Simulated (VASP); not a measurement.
# SnSe in VASP: further runs, part 2 of 2

VASP 6.6.1. The steps go on from the part before.

**3. Single point, LDA (atoms displaced along a vibrational mode)**

INCAR

```
SYSTEM = SnSe
PREC = Accurate ; ENCUT = 520
EDIFF = 1E-6 ; ISMEAR = 0
SIGMA = 0.05 ; LREAL = .FALSE.
LASPH = .TRUE. ; NELM = 80
ALGO = Normal ; ISIF = 2
LWAVE = .FALSE. ; LCHARG = .TRUE.
LELF = .TRUE. ; LVHAR = .TRUE.
NBANDS = 28
```

KPOINTS

```
Automatic mesh
0
G
  6 6 4
  0 0 0
```

POSCAR

```
SnSe
1.0
    4.2853274191      0.0000000000      0.0000000000
    0.0000000000      4.2853274191      0.0000000000
    0.0000000000      0.0000000000     10.9906921300
Sn Se
2 2
Direct
    0.5000000000      0.0000000000      0.3678295380
    0.0000000000      0.5000000000      0.6321704620
    0.5000000000      0.0000000000      0.6114901860
    0.0000000000      0.5000000000      0.3885098140
```

Potentials or basis: VASP PAW LDA potentials, release 64 (Sn_d, Se).

Command:

```sh
$ cat potpaw_LDA.64/Sn_d/POTCAR potpaw_LDA.64/Se/POTCAR > POTCAR
$ mpirun -np 1 vasp_std > vasp.out
```

OUTCAR:

```text
SYSTEM = SnSe
   PREC = Accurate
   ENCUT = 520
   EDIFF = 1E-6
   ISMEAR = 0
   LREAL = .FALSE.
   LASPH = .TRUE.
   NELM = 80
   ISIF = 2

 ion  position               nearest neighbor table
   1  0.500  0.000  0.368-   3 2.68   4 3.04   4 3.04   4 3.04   4 3.04
   2  0.000  0.500  0.632-   4 2.68   3 3.04   3 3.04   3 3.04   3 3.04
   3  0.500  0.000  0.611-   1 2.68   2 3.04   2 3.04   2 3.04   2 3.04
   4  0.000  0.500  0.389-   2 2.68   1 3.04   1 3.04   1 3.04   1 3.04

  LATTYP: Found a simple tetragonal cell.
 ALAT       =     4.2853274191
 C/A-ratio  =     2.5647263453

  Lattice vectors:

 A1 = (   4.2853274191,   0.0000000000,   0.0000000000)
 A2 = (   0.0000000000,   4.2853274191,   0.0000000000)
 A3 = (   0.0000000000,   0.0000000000,  10.9906921300)

Analysis of symmetry for initial positions (statically):
=====================================================================
 Subroutine PRICEL returns:
 Original cell was already a primitive cell.

 Routine SETGRP: Setting up the symmetry group for a
 simple tetragonal supercell.

 Subroutine GETGRP returns: Found 16 space group operations
 (whereof  8 operations were pure point group operations)
 out of a pool of 16 trial point group operations.

The static configuration has the point symmetry D_2d.
 The point group associated with its full space group is D_4h.

Analysis of symmetry for dynamics (positions and initial velocities):
=====================================================================
 Subroutine PRICEL returns:
 Original cell was already a primitive cell.

 Routine SETGRP: Setting up the symmetry group for a
 simple tetragonal supercell.

 Subroutine GETGRP returns: Found 16 space group operations
 (whereof  8 operations were pure point group operations)
 out of a pool of 16 trial point group operations.

The dynamic configuration has the point symmetry D_2d.
 The point group associated with its full space group is D_4h.

 Subroutine INISYM returns: Found 16 space group operations
 (whereof  8 operations are pure point group operations),
 and found     1 'primitive' translations

----------------------------------------------------------------------------------------

                                     Primitive cell

  volume of cell :     201.8334

  direct lattice vectors                    reciprocal lattice vectors
     4.285327419  0.000000000  0.000000000     0.233354398  0.000000000  0.000000000
     0.000000000  4.285327419  0.000000000     0.000000000  0.233354398  0.000000000
     0.000000000  0.000000000 10.990692130     0.000000000  0.000000000  0.090986081

  length of vectors
     4.285327419  4.285327419 10.990692130     0.233354398  0.233354398  0.090986081

  position of ions in fractional coordinates (direct lattice)
     0.500000000  0.000000000  0.367829538
     0.000000000  0.500000000  0.632170462
     0.500000000  0.000000000  0.611490186
     0.000000000  0.500000000  0.388509814

  ion indices of the primitive-cell ions
   primitive index   ion index
                 1           1
                 2           2
                 3           3
                 4           4

----------------------------------------------------------------------------------------

 KPOINTS: Automatic mesh

Automatic generation of k-mesh.
 Grid dimensions read from file:
 generate k-points for:    6    6    4

[... 21 lines left out ...]
  0.166667  0.000000  0.000000      4.000000
  0.333333  0.000000  0.000000      4.000000
  0.500000  0.000000  0.000000      2.000000
  0.166667  0.166667  0.000000      4.000000
  0.333333  0.166667  0.000000      8.000000
[... 16 lines left out ...]
  0.333333  0.000000  0.500000      4.000000
  0.500000  0.000000  0.500000      2.000000
 [... further k-points ...]
   k-points           NKPTS =     30   k-points in BZ     NKDIM =     30   number of bands    NBANDS=     28
   number of dos      NEDOS =    301   number of ions     NIONS =      4
   total plane-waves  NPLWV =  86016
   dimension x,y,z NGX =    32 NGY =   32 NGZ =   84
   dimension x,y,z NGXF=    64 NGYF=   64 NGZF=  168
   ions per type =               2   2
   NGX,Y,Z   is equivalent  to a cutoff of  12.41, 12.41, 12.71 a.u.
   NGXF,Y,Z  is equivalent  to a cutoff of  24.83, 24.83, 25.41 a.u.
 SYSTEM =  SnSe
   PREC   = accura    normal or accurate (medium, high low for compatibility)
   ISTART =      0    job   : 0-new  1-cont  2-samecut
   ICHARG =      2    charge: 1-file 2-atom 10-const
   ISPIN  =      1    spin polarized calculation?
   LNONCOLLINEAR =      F non collinear calculations
   LSORBIT =      F    spin-orbit coupling
   LASPH  =      T    aspherical Exc in radial PAW
   ENCUT  =  520.0 eV  38.22 Ry    6.18 a.u.   7.97  7.97 20.44*2*pi/ulx,y,z
   NELM   =     80;   NELMIN=  2; NELMDL= -5     # of ELM steps
   EDIFF  = 0.1E-05   stopping-criterion for ELM
   LREAL  =      F    real-space projection
   EDIFFG = 0.1E-04   stopping-criterion for IOM
   NSW    =      0    number of steps for IOM
   IBRION =     -1    ionic relax: 0-MD 1-quasi-New 2-CG
   NFREE  =      0    steps in history (QN), initial steepest desc. (CG)
   ISIF   =      2    stress and relaxation
   ISYM   =      2    0-nonsym 1-usesym 2-fastsym
   POTIM  = 0.5000    time-step for ionic-motion
   TEBEG  =    0.0;   TEEND  =   0.0 temperature during run
   PSTRESS=    0.0 pullay stress
   NELECT =      40.0000    total number of electrons
   NUPDOWN=      -1.0000    fix difference up-down
   EMIN   =  10.00;   EMAX   =-10.00  energy-range for DOS
   EFERMI =   0.00;   METHOD = LEGACY
   ISMEAR =     0;   SIGMA  =   0.05  broadening in eV -4-tet -1-fermi 0-gaus
   EFERMI_NEDOS =   21; number of points for ismear=-14 and -15
   IALGO  =     38    algorithm
   IMIX   =      4    mixing-type and parameters
     AMIX     =   0.40;   BMIX     =  1.00
     AMIX_MAG =   1.60;   BMIX_MAG =  1.00
  volume/ion in A,a.u.               =      50.46       340.51
  Fermi-wavevector in a.u.,A,eV,Ry     =   0.954473  1.803693 12.395171  0.911019
  Thomas-Fermi vector in A             =   2.083223
   LORBIT       =      0    0 simple, 1 ext, 2 COOP (PROOUT), +10 PAW based schemes
   GGA     = CA    functional components
   LHFCALC =     F    Hartree Fock is set to
   AEXX    =    0.0000 exact exchange contribution
   IVDW    =     0    specifies the selected vdW correction
   LEPSILON=     F    determine dielectric tensor
   LRPA    =     F    only Hartree local field effects (RPA)
 non-spin polarized calculation
 Gauss-broadening in eV      SIGMA  =   0.05
  energy-cutoff  :      520.00
  volume of cell :      201.83
 maximum number of plane-waves:      5480
 NGX is ok and might be reduce to    32
   NGX = 15   NGY = 15   NGZ = 41

 number of electron      40.0000017 magnetization

 Free energy of the ion-electron system (eV)
  ---------------------------------------------------
  ext. energy  EPLUGINS =         0.00000000
  ---------------------------------------------------
  free energy    TOTEN  =       -18.40784663 eV

  energy without entropy =      -18.40784663  energy(sigma->0) =      -18.40784663

 E-fermi :   0.6688     XC(G=0):  -6.2490

 val. band max:        0.3880941578   @ k =   0.3333   0.0000   0.5000
 cond. band min:       1.8033968406   @ k =   0.0000   0.0000   0.5000
 fundamental gap:      1.4153026827
 Fermi energy:         0.6688038774

 k-point     1 :       0.0000    0.0000    0.0000
  band No.  band energies     occupation
      1     -20.5540      2.00000
      2     -20.5495      2.00000
      3     -20.5477      2.00000
      4     -20.5422      2.00000
      5     -20.5376      2.00000
      6     -20.5123      2.00000
[... 733 lines left out ...]
     27       6.7311      0.00000
     28       6.7311      0.00000

 [... further k-points ...]

------------------------ aborting loop because EDIFF is reached ----------------------------------------

  FORCE on cell =-STRESS in cart. coord.  units (eV):
  Direction    XX          YY          ZZ          XY          YZ          ZX
  --------------------------------------------------------------------------------------
  -------------------------------------------------------------------------------------
  Total       -2.3548228     -2.3548228     -0.8030982      0.0000000      0.0000000      0.0000000
  in kB      -18.6928598    -18.6928598     -6.3750878      0.0000000      0.0000000      0.0000000
  external PRESSURE =     -14.5869358 kB  Pullay stress =       0.0000000 kB

 VOLUME and BASIS-vectors are now :
 -----------------------------------------------------------------------------
  energy-cutoff  :      520.00
  volume of cell :      201.83
      direct lattice vectors                 reciprocal lattice vectors
     4.285327419  0.000000000  0.000000000     0.233354398  0.000000000  0.000000000
     0.000000000  4.285327419  0.000000000     0.000000000  0.233354398  0.000000000
     0.000000000  0.000000000 10.990692130     0.000000000  0.000000000  0.090986081

 POSITION                                       TOTAL-FORCE (eV/Angst)
 -----------------------------------------------------------------------------------
      2.14266      0.00000      4.04270         0.000000     -0.000000      0.281141
      0.00000      2.14266      6.94799        -0.000000      0.000000     -0.281141
      2.14266      0.00000      6.72070         0.000000     -0.000000      0.016407
      0.00000      2.14266      4.26999         0.000000     -0.000000     -0.016407
 -----------------------------------------------------------------------------------
    total drift:                                0.000000      0.000000      0.000000

  FREE ENERGIE OF THE ION-ELECTRON SYSTEM (eV)
  ---------------------------------------------------
  free  energy   TOTEN  =       -18.4078466316 eV

  energy  without entropy=      -18.4078466316  energy(sigma->0) =      -18.40784663
```

Run time: 3.7 min. Hardware: 1 thread of Intel Xeon Platinum 8375C at 2.90GHz (Ice Lake), shared host; peak memory 0.32 GiB.

What came out:

```
Free energy            : -18.4078 eV
Largest force          : 0.281 eV/Å
Band gap on the k mesh : 1.42 eV (least direct gap 1.42 eV)
```

Forces in eV/Å, atoms in the order of the input:
```
Sn   0.000  0.000  0.281
Sn   0.000  0.000 -0.281
Se   0.000  0.000  0.016
Se   0.000  0.000 -0.016
```

Levels at points of the mesh, in eV from the valence-band top:
| k point | band 17 | band 18 | band 19 | band 20 | band 21 | band 22 | band 23 | band 24 |
| --- | --- | --- | --- | --- | --- | --- | --- | --- |
| (0.00, 0.00, 0.00) | -2.90 | -1.52 | -1.52 | -0.04 | 1.55 | 3.75 | 3.87 | 4.33 |
| (0.50, 0.00, 0.00) | -1.38 | -1.38 | -0.27 | -0.27 | 1.59 | 1.59 | 2.15 | 2.15 |
| (0.50, 0.50, 0.00) | -3.05 | -3.05 | -1.56 | -1.56 | 3.72 | 3.72 | 4.63 | 4.63 |
| (0.00, 0.00, 0.50) | -2.90 | -1.52 | -1.52 | -0.04 | 1.42 | 3.87 | 4.33 | 4.33 |
| (0.50, 0.00, 0.50) | -1.38 | -1.38 | -0.27 | -0.27 | 1.59 | 1.59 | 2.15 | 2.15 |
| (0.50, 0.50, 0.50) | -3.05 | -3.05 | -1.56 | -1.56 | 3.68 | 3.68 | 4.69 | 4.69 |

Caveat: the cell differs from its parent crystal (atoms displaced along a vibrational mode); there is no dipole correction, which matters where the two faces differ; spin-orbit coupling is left out, which moves the levels of the heavy elements.

**4. Single point, LDA (atoms displaced along a vibrational mode)**

INCAR

```
SYSTEM = SnSe
ALGO = Normal ; EDIFF = 1E-6
ENCUT = 520 ; ISIF = 2
ISMEAR = 0 ; LASPH = .TRUE.
LCHARG = .TRUE. ; LELF = .TRUE.
LREAL = .FALSE. ; LVHAR = .TRUE.
LWAVE = .FALSE. ; NBANDS = 28
NELM = 80 ; PREC = Accurate
SIGMA = 0.05
```

KPOINTS

```
k-points
0
G
  6 6 4
  0 0 0
```

POSCAR

```
SnSe
1.0
    4.2853274191      0.0000000000      0.0000000000
    0.0000000000      4.2853274191      0.0000000000
    0.0000000000      0.0000000000     10.9906921300
Sn Se
2 2
Direct
    0.5000000000      0.0000000000      0.3876276121
    0.0000000000      0.5000000000      0.6123723879
    0.5000000000      0.0000000000      0.6319620541
    0.0000000000      0.5000000000      0.3680379459
```

Command:

```sh
$ cat potpaw_LDA.64/Sn_d/POTCAR potpaw_LDA.64/Se/POTCAR > POTCAR
$ mpirun -np 1 vasp_std > vasp.out
```

It took 3.3 min on 1 thread of Intel Xeon Platinum 8375C at 2.90GHz (Ice Lake), shared host; peak memory 0.31 GiB.

Results (log left out):

| Quantity | Value |
| --- | --- |
| Free energy | -18.4100 eV |
| Largest force | 0.288 eV/Å |
| Band gap on the k mesh | 1.34 eV (least direct gap 1.38 eV) |

Forces in eV/Å, atoms in the order of the input:
```
Sn   0.000  0.000 -0.100
Sn   0.000  0.000  0.100
Se   0.000  0.000 -0.288
Se   0.000  0.000  0.288
```

Levels at points of the mesh, in eV from the valence-band top:
| k point | band 16 | band 17 | band 18 | band 19 | band 20 | band 21 | band 22 | band 23 | band 24 | band 25 |
| --- | --- | --- | --- | --- | --- | --- | --- | --- | --- | --- |
| (0.00, 0.00, 0.00) | -3.05 | -3.04 | -1.83 | -1.83 | -0.92 | 2.08 | 3.66 | 4.04 | 4.56 | 4.56 |
| (0.50, 0.00, 0.00) | -2.49 | -1.57 | -1.57 | -0.04 | -0.04 | 1.34 | 1.34 | 1.91 | 1.91 | 2.85 |
| (0.50, 0.50, 0.00) | -4.82 | -3.33 | -3.33 | -1.78 | -1.78 | 3.57 | 3.57 | 4.11 | 4.11 | 5.44 |
| (0.00, 0.00, 0.50) | -3.05 | -3.03 | -1.83 | -1.83 | -0.93 | 1.93 | 3.66 | 4.56 | 4.56 | 4.64 |
| (0.50, 0.00, 0.50) | -2.49 | -1.57 | -1.57 | -0.04 | -0.04 | 1.34 | 1.34 | 1.91 | 1.91 | 2.80 |
| (0.50, 0.50, 0.50) | -4.82 | -3.33 | -3.33 | -1.78 | -1.78 | 3.54 | 3.54 | 4.13 | 4.13 | 5.42 |

Caveat: the cell differs from its parent crystal (atoms displaced along a vibrational mode); there is no dipole correction, which matters where the two faces differ; spin-orbit coupling is left out, which moves the levels of the heavy elements.

**5. Overview**

| cell | gap on the mesh (eV) | largest force (eV/Å) |
| --- | --- | --- |
| as given, atomic positions A | 1.44 | 0.15 |
| as given, atomic positions B | 1.42 | 0.28 |
| as given, atomic positions C | 1.34 | 0.29 |

Alike in all rows: task single point; level LDA; potentials or basis VASP PAW LDA potentials, release 64 (Sn_d, Se); no spin polarisation; k mesh 6 × 6 × 4; cutoff (eV) 520; smearing gaussian 0.05 eV.

Caveats: there is no dipole correction, which matters where the two faces differ; spin-orbit coupling is left out, which moves the levels of the heavy elements.

Absolute energies hang on the potentials; compare differences alone.
